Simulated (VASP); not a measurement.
# MoSe (Fm-3m) in VASP: single point with PBE+U

Aim: the single point of MoSe with PBE+U.

All numbers are computed with VASP 6.6.1; they aren't measurements. Logs are shortened: lines on timing, memory, paths and dates and some standing lists are left out, and cuts for length are marked.

## Step 1: The cell of the first run

It takes space group Fm-3m (No. 225, cubic). Conventional cell: a = 5.728 Å, b = 5.728 Å, c = 5.728 Å, α = 90.00°, β = 90.00°, γ = 90.00°. Mo (site symmetry m-3m) has 6 Se at 2.86 Å within 3.8 Å. Se (site symmetry m-3m) has 6 Mo at 2.86 Å within 3.8 Å.

## Step 2: Single point, PBE+U, collinear spin

Input file INCAR:

```
SYSTEM = MoSe
ALGO     = Normal         ! electronic algorithm
EDIFF    = 1E-6           ! SCF threshold, eV
ENCUT    = 500            ! plane-wave cutoff, eV
GGA      = PE             ! functional
GGA_COMPAT= .FALSE.      
ISIF     = 2              ! what is computed and relaxed
ISMEAR   = 0              ! smearing method
ISPIN    = 2              ! spin polarisation
LASPH    = .TRUE.         ! aspherical terms in the spheres
LCHARG   = .FALSE.        ! write CHGCAR
LDAU     = .TRUE.         ! DFT+U
LDAUJ    = 0 0          
LDAUL    = 2 -1           ! shell
LDAUPRINT= 1            
LDAUTYPE = 2            
LDAUU    = 4.38 0         ! U, eV
LMAXMIX  = 4              ! l up to which the mixer works
LORBIT   = 11             ! projections on sites
LREAL    = .FALSE.        ! projectors in reciprocal space
LWAVE    = .FALSE.        ! write WAVECAR
MAGMOM   = 2 -2 0 0       ! initial moments
NBANDS   = 32             ! bands
NELM     = 200            ! most SCF steps
PREC     = Accurate       ! precision mode
SIGMA    = 0.1            ! smearing width, eV
```

Input file KPOINTS:

```
k-points
0
G
  12 12 6
  0 0 0
```

Input file POSCAR:

```
MoSe
1.0
    0.0000000000      2.8639245983      2.8639245983
    5.7278491966      2.8639245983      2.8639245983
    5.7278491966      5.7278491966      0.0000000000
Mo Se
2 2
Direct
    0.0000000000      0.0000000000      1.0000000000
    0.0000000000      0.0000000000      0.5000000000
    0.5000000000      0.5000000000      0.0000000000
    0.5000000000      0.5000000000      0.5000000000
```

Potentials or basis: VASP PAW PBE potentials, release 64 (Mo_sv, Se).

The run is started by

```bash
> cat potpaw_PBE.64/Mo_sv/POTCAR potpaw_PBE.64/Se/POTCAR > POTCAR
> mpirun -np 1 vasp_std > vasp.out
```

OUTCAR:

```text
SYSTEM = MoSe
   EDIFF = 1E-6
   ENCUT = 500
   GGA = PE
   ISIF = 2
   ISMEAR = 0
   ISPIN = 2
   LASPH = .TRUE.
   LORBIT = 11
   LREAL = .FALSE.
   NELM = 200
   PREC = Accurate

 ion  position               nearest neighbor table
   1  0.000  0.000  0.000-   4 2.86   3 2.86   4 2.86   3 2.86   4 2.86   4 2.86
   2  0.000  0.000  0.500-   3 2.86   3 2.86   4 2.86   4 2.86   3 2.86   3 2.86
   3  0.500  0.500  0.000-   2 2.86   1 2.86   2 2.86   1 2.86   2 2.86   2 2.86
   4  0.500  0.500  0.500-   1 2.86   1 2.86   2 2.86   2 2.86   1 2.86   1 2.86

  LATTYP: Found a simple tetragonal cell.
 ALAT       =     4.0502010085
 C/A-ratio  =     1.4142135624

  Lattice vectors:

 A1 = (   0.0000000000,  -2.8639245983,   2.8639245983)
 A2 = (   0.0000000000,  -2.8639245983,  -2.8639245983)
 A3 = (   5.7278491966,   0.0000000000,   0.0000000000)

Analysis of symmetry for initial positions (statically):
=====================================================================
 Subroutine PRICEL returns following result:

  LATTYP: Found a face centered cubic cell.
 ALAT       =     5.7278491966
[... 12 lines left out ...]
 Subroutine GETGRP returns: Found 16 space group operations
 (whereof 16 operations were pure point group operations)
 out of a pool of 16 trial point group operations.

The static configuration has the point symmetry D_4h.

Analysis of symmetry for dynamics (positions and initial velocities):
=====================================================================
 Subroutine PRICEL returns following result:

  LATTYP: Found a face centered cubic cell.
 ALAT       =     5.7278491966
[... 12 lines left out ...]
 Subroutine GETGRP returns: Found 16 space group operations
 (whereof 16 operations were pure point group operations)
 out of a pool of 16 trial point group operations.

The dynamic configuration has the point symmetry D_4h.

Analysis of structural, dynamic, and magnetic symmetry:
=====================================================================
 Subroutine PRICEL returns following result:

  LATTYP: Found a face centered cubic cell.
 ALAT       =     5.7278491966
[... 12 lines left out ...]
 Subroutine GETGRP returns: Found 16 space group operations
 (whereof 16 operations were pure point group operations)
 out of a pool of 16 trial point group operations.

The overall configuration has the point symmetry D_4h.

 Subroutine INISYM returns: Found 16 space group operations
 (whereof 16 operations are pure point group operations),
 and found     2 'primitive' translations

----------------------------------------------------------------------------------------

                                     Primitive cell

  volume of cell :      46.9802

  direct lattice vectors                    reciprocal lattice vectors
    -2.863924598  2.863924598 -0.000000000    -0.174585602  0.174585602 -0.174585602
    -2.863924598  0.000000000  2.863924598    -0.174585602 -0.174585602  0.174585602
     0.000000000  2.863924598  2.863924598     0.174585602  0.174585602  0.174585602

  length of vectors
     4.050201009  4.050201009  4.050201009     0.302391133  0.302391133  0.302391133

  position of ions in fractional coordinates (direct lattice)
     0.000000000  0.000000000  0.000000000
     0.500000000  0.500000000  0.500000000

  ion indices of the primitive-cell ions
   primitive index   ion index
                 1           1
                 2           3

----------------------------------------------------------------------------------------

 KPOINTS: k-points

Automatic generation of k-mesh.
 Grid dimensions read from file:
 generate k-points for:   12   12    6

 Generating k-lattice:

  Cartesian coordinates                     Fractional coordinates (reciprocal lattice)
    -0.014548800  0.014548800  0.014548800     0.083333333  0.000000000  0.000000000
[... 93 lines left out ...]
   LRPA    =     F    only Hartree local field effects (RPA)
 spin polarized calculation
 Gauss-broadening in eV      SIGMA  =   0.10
  energy-cutoff  :      500.00
  volume of cell :       93.96
 maximum number of plane-waves:      2429
 NGX is ok and might be reduce to    30
   NGX = 15   NGY = 25   NGZ = 29

 number of electron      39.9999998 magnetization      -0.0000000

atom =   1  type =  1  l = 2

 onsite density matrix

spin component  1

  0.8417 -0.0000 -0.0000 -0.0000  0.0000
 -0.0000  0.8518 -0.0000  0.0000  0.0000
 -0.0000 -0.0000  0.5861 -0.0000 -0.0078
 -0.0000  0.0000 -0.0000  0.8417 -0.0000
  0.0000  0.0000 -0.0078 -0.0000  0.5951

spin component  2

  0.0174 -0.0000 -0.0000  0.0000  0.0000
 -0.0000  0.0163 -0.0000 -0.0000 -0.0000
 -0.0000 -0.0000  0.0845 -0.0000  0.0002
  0.0000 -0.0000 -0.0000  0.0174 -0.0000
  0.0000 -0.0000  0.0002 -0.0000  0.0842

 occupancies and eigenvectors

  o =  0.0163  v =  0.0000  0.0000  0.0000  0.0000  0.0000 -0.0000 -1.0000 -0.0000 -0.0000 -0.0000      0.0000  0.0000  0.0000  0.0000  0.0000  0.0000  0.0000  0.0000  0.0000  0.0000
  o =  0.0174  v =  0.0000  0.0000  0.0000  0.0000  0.0000 -0.0498 -0.0000  0.0000  0.9988 -0.0000      0.0000  0.0000  0.0000  0.0000  0.0000  0.0000  0.0000  0.0000  0.0000  0.0000
  o =  0.0174  v =  0.0000  0.0000  0.0000  0.0000  0.0000  0.9988 -0.0000  0.0000  0.0498 -0.0000      0.0000  0.0000  0.0000  0.0000  0.0000  0.0000  0.0000  0.0000  0.0000  0.0000
  o =  0.0841  v =  0.0000  0.0000  0.0000  0.0000  0.0000 -0.0000  0.0000  0.5000  0.0000 -0.8660      0.0000  0.0000  0.0000  0.0000  0.0000  0.0000  0.0000  0.0000  0.0000  0.0000
  o =  0.0846  v =  0.0000  0.0000  0.0000  0.0000  0.0000  0.0000  0.0000 -0.8660 -0.0000 -0.5000      0.0000  0.0000  0.0000  0.0000  0.0000  0.0000  0.0000  0.0000  0.0000  0.0000
  o =  0.5816  v =  0.0000 -0.0000  0.8660 -0.0000  0.5000  0.0000  0.0000  0.0000  0.0000  0.0000      0.0000  0.0000  0.0000  0.0000  0.0000  0.0000  0.0000  0.0000  0.0000  0.0000
  o =  0.5996  v =  0.0000 -0.0000  0.5000 -0.0000 -0.8660  0.0000  0.0000  0.0000  0.0000  0.0000      0.0000  0.0000  0.0000  0.0000  0.0000  0.0000  0.0000  0.0000  0.0000  0.0000
  o =  0.8417  v =  1.0000  0.0000  0.0000  0.0000  0.0000  0.0000  0.0000  0.0000  0.0000  0.0000      0.0000  0.0000  0.0000  0.0000  0.0000  0.0000  0.0000  0.0000  0.0000  0.0000
  o =  0.8417  v =  0.0000 -0.0000  0.0000  1.0000 -0.0000  0.0000  0.0000  0.0000  0.0000  0.0000      0.0000  0.0000  0.0000  0.0000  0.0000  0.0000  0.0000  0.0000  0.0000  0.0000
  o =  0.8518  v =  0.0000 -1.0000 -0.0000 -0.0000 -0.0000  0.0000  0.0000  0.0000  0.0000  0.0000      0.0000  0.0000  0.0000  0.0000  0.0000  0.0000  0.0000  0.0000  0.0000  0.0000

atom =   2  type =  1  l = 2

 onsite density matrix

spin component  1

  0.0174  0.0000 -0.0000  0.0000 -0.0000
  0.0000  0.0163  0.0000 -0.0000 -0.0000
 -0.0000  0.0000  0.0845 -0.0000  0.0002
  0.0000 -0.0000 -0.0000  0.0174  0.0000
 -0.0000 -0.0000  0.0002  0.0000  0.0842

spin component  2

  0.8417 -0.0000 -0.0000 -0.0000  0.0000
 -0.0000  0.8518 -0.0000  0.0000  0.0000
 -0.0000 -0.0000  0.5861 -0.0000 -0.0078
 -0.0000  0.0000 -0.0000  0.8417 -0.0000
  0.0000  0.0000 -0.0078 -0.0000  0.5951

 occupancies and eigenvectors

  o =  0.0163  v = -0.0000  1.0000 -0.0000  0.0000  0.0000  0.0000  0.0000  0.0000  0.0000  0.0000      0.0000  0.0000  0.0000  0.0000  0.0000  0.0000  0.0000  0.0000  0.0000  0.0000
  o =  0.0174  v =  0.0297  0.0000 -0.0000 -0.9996  0.0000  0.0000  0.0000  0.0000  0.0000  0.0000      0.0000  0.0000  0.0000  0.0000  0.0000  0.0000  0.0000  0.0000  0.0000  0.0000
  o =  0.0174  v =  0.9996  0.0000  0.0000  0.0297  0.0000  0.0000  0.0000  0.0000  0.0000  0.0000      0.0000  0.0000  0.0000  0.0000  0.0000  0.0000  0.0000  0.0000  0.0000  0.0000
  o =  0.0841  v = -0.0000  0.0000  0.5000 -0.0000 -0.8660  0.0000  0.0000  0.0000  0.0000  0.0000      0.0000  0.0000  0.0000  0.0000  0.0000  0.0000  0.0000  0.0000  0.0000  0.0000
  o =  0.0846  v =  0.0000 -0.0000 -0.8660 -0.0000 -0.5000  0.0000  0.0000  0.0000  0.0000  0.0000      0.0000  0.0000  0.0000  0.0000  0.0000  0.0000  0.0000  0.0000  0.0000  0.0000
  o =  0.5816  v =  0.0000  0.0000  0.0000  0.0000  0.0000  0.0000  0.0000 -0.8660  0.0000 -0.5000      0.0000  0.0000  0.0000  0.0000  0.0000  0.0000  0.0000  0.0000  0.0000  0.0000
  o =  0.5996  v =  0.0000  0.0000  0.0000  0.0000  0.0000  0.0000 -0.0000 -0.5000  0.0000  0.8660      0.0000  0.0000  0.0000  0.0000  0.0000  0.0000  0.0000  0.0000  0.0000  0.0000
  o =  0.8417  v =  0.0000  0.0000  0.0000  0.0000  0.0000  1.0000  0.0000  0.0000  0.0000  0.0000      0.0000  0.0000  0.0000  0.0000  0.0000  0.0000  0.0000  0.0000  0.0000  0.0000
  o =  0.8417  v =  0.0000  0.0000  0.0000  0.0000  0.0000  0.0000 -0.0000  0.0000  1.0000 -0.0000      0.0000  0.0000  0.0000  0.0000  0.0000  0.0000  0.0000  0.0000  0.0000  0.0000
  o =  0.8518  v =  0.0000  0.0000  0.0000  0.0000  0.0000  0.0000 -1.0000 -0.0000 -0.0000 -0.0000      0.0000  0.0000  0.0000  0.0000  0.0000  0.0000  0.0000  0.0000  0.0000  0.0000

 number of electron      39.9999998 magnetization       0.0000000

 Free energy of the ion-electron system (eV)
  ---------------------------------------------------
  ext. energy  EPLUGINS =         0.00000000
  ---------------------------------------------------
  free energy    TOTEN  =       -20.91578484 eV

  energy without entropy =      -20.91256282  energy(sigma->0) =      -20.91417383

 E-fermi :   6.2447     XC(G=0): -10.2047

 val. band max:        6.1626790141   @ k =  -0.0833   0.3333   0.3333
 cond. band min:       6.2480073702   @ k =   0.4167  -0.2500   0.1667
 fundamental gap:      0.0853283561
 Fermi energy:         6.2446551744

 spin component 1

 k-point     1 :       0.0000    0.0000    0.0000
  band No.  band energies     occupation
      1     -55.6084      1.00000
      2     -53.3379      1.00000
      3     -29.8288      1.00000
      4     -29.8278      1.00000
      5     -29.8278      1.00000
      6     -27.2971      1.00000
[... 1673 lines left out ...]
     31      13.4110      0.00000
     32      13.6034      0.00000

 [... further k-points ...]

------------------------ aborting loop because EDIFF is reached ----------------------------------------

  FORCE on cell =-STRESS in cart. coord.  units (eV):
  Direction    XX          YY          ZZ          XY          YZ          ZX
  --------------------------------------------------------------------------------------
  -------------------------------------------------------------------------------------
  Total       -1.8527426     -1.5279635     -1.5279635      0.0000000     -0.0000000      0.0000000
  in kB      -31.5922785    -26.0542654    -26.0542654      0.0000000     -0.0000000      0.0000000
  external PRESSURE =     -27.9002698 kB  Pullay stress =       0.0000000 kB

 VOLUME and BASIS-vectors are now :
 -----------------------------------------------------------------------------
  energy-cutoff  :      500.00
  volume of cell :       93.96
      direct lattice vectors                 reciprocal lattice vectors
     0.000000000  2.863924598  2.863924598    -0.174585602  0.174585602  0.174585602
     5.727849197  2.863924598  2.863924598     0.174585602 -0.174585602  0.174585602
     5.727849197  5.727849197  0.000000000     0.000000000  0.174585602 -0.174585602

 POSITION                                       TOTAL-FORCE (eV/Angst)
 -----------------------------------------------------------------------------------
      0.00000      0.00000      0.00000         0.000000      0.000000      0.000000
      2.86392      2.86392      0.00000         0.000000      0.000000     -0.000000
      2.86392      2.86392      2.86392        -0.000000      0.000000     -0.000000
      5.72785      5.72785      2.86392         0.000000     -0.000000      0.000000
 -----------------------------------------------------------------------------------
    total drift:                               -0.000000      0.000000      0.000000

  FREE ENERGIE OF THE ION-ELECTRON SYSTEM (eV)
  ---------------------------------------------------
  free  energy   TOTEN  =       -20.9157848426 eV

  energy  without entropy=      -20.9125628222  energy(sigma->0) =      -20.91417383

 total charge

# of ion       s       p       d       tot
------------------------------------------
    1        2.188   6.044   3.900  12.132
    2        2.188   6.044   3.900  12.132
    3        1.448   2.364   0.036   3.848
    4        1.448   2.364   0.036   3.848
--------------------------------------------------
tot          7.272  16.816   7.872  31.960

 magnetization (x)

# of ion       s       p       d       tot
------------------------------------------
    1        0.055   0.026   3.470   3.551
    2       -0.055  -0.026  -3.470  -3.551
    3       -0.004   0.051  -0.009   0.038
    4        0.004  -0.051   0.009  -0.038
--------------------------------------------------
tot          0.000   0.000   0.000   0.000
```

Wall time 10 min (1 thread of AMD EPYC 9R45 (Zen 5), shared host); peak memory 0.61 GiB.

Results:

* Free energy: -20.9158 eV
* Pressure: -2.8 GPa
* Band gap on the k mesh: zero (filled and empty bands overlap)
* Net moment: 0.00 μB per cell
* Site moments: Mo +3.55, -3.55; Se +0.04, -0.04 μB
* Valence electrons inside the program's atomic spheres: Mo 12.13; Se 3.85

Levels at points of the mesh, in eV from the Fermi level:
Spin up:
```
           k point  band 17  band 18  band 19  band 20  band 21  band 22  band 23  band 24
(0.00, 0.00, 0.00)    -1.79    -1.79    -1.77    -1.74    -1.40     0.76     0.99     2.19
(0.50, 0.00, 0.00)    -2.11    -1.80    -1.63     2.08     2.28     2.54     2.74     3.65
(0.50, 0.50, 0.00)    -2.94    -2.92    -2.13    -1.32    -0.72     1.10     2.18     2.18
(0.00, 0.00, 0.50)    -2.62    -2.10    -1.26    -0.92     2.31     2.70     3.01     3.07
(0.50, 0.00, 0.50)    -2.13    -2.01    -2.01    -0.66    -0.49     2.65     2.65     2.76
(0.00, 0.50, 0.50)    -2.53    -1.73    -1.36    -1.36    -0.41     0.85     2.15     2.48
```
Spin down:
| k point | band 17 | band 18 | band 19 | band 20 | band 21 | band 22 | band 23 | band 24 |
| --- | --- | --- | --- | --- | --- | --- | --- | --- |
| (0.00, 0.00, 0.00) | -1.79 | -1.79 | -1.77 | -1.74 | -1.40 | 0.76 | 0.99 | 2.19 |
| (0.50, 0.00, 0.00) | -2.11 | -1.80 | -1.63 | 2.08 | 2.28 | 2.54 | 2.74 | 3.65 |
| (0.50, 0.50, 0.00) | -2.94 | -2.92 | -2.13 | -1.32 | -0.72 | 1.10 | 2.18 | 2.18 |
| (0.00, 0.00, 0.50) | -2.62 | -2.10 | -1.26 | -0.92 | 2.31 | 2.70 | 3.01 | 3.07 |
| (0.50, 0.00, 0.50) | -2.13 | -2.01 | -2.01 | -0.66 | -0.49 | 2.65 | 2.65 | 2.76 |
| (0.00, 0.50, 0.50) | -2.53 | -1.73 | -1.36 | -1.36 | -0.41 | 0.85 | 2.15 | 2.48 |

Eigenvalues of the final occupation matrices:
| site | spin | trace | eigenvalues |
| --- | --- | --- | --- |
| site 1 d | 1 | 3.72 | 0.58 0.60 0.84 0.84 0.85 |
| site 1 d | 2 | 0.22 | 0.02 0.02 0.02 0.08 0.08 |
| site 2 d | 1 | 0.22 | 0.02 0.02 0.02 0.08 0.08 |
| site 2 d | 2 | 3.72 | 0.58 0.60 0.84 0.84 0.85 |

The gap in the log of VASP goes by the Fermi energy; the results here count the filled bands.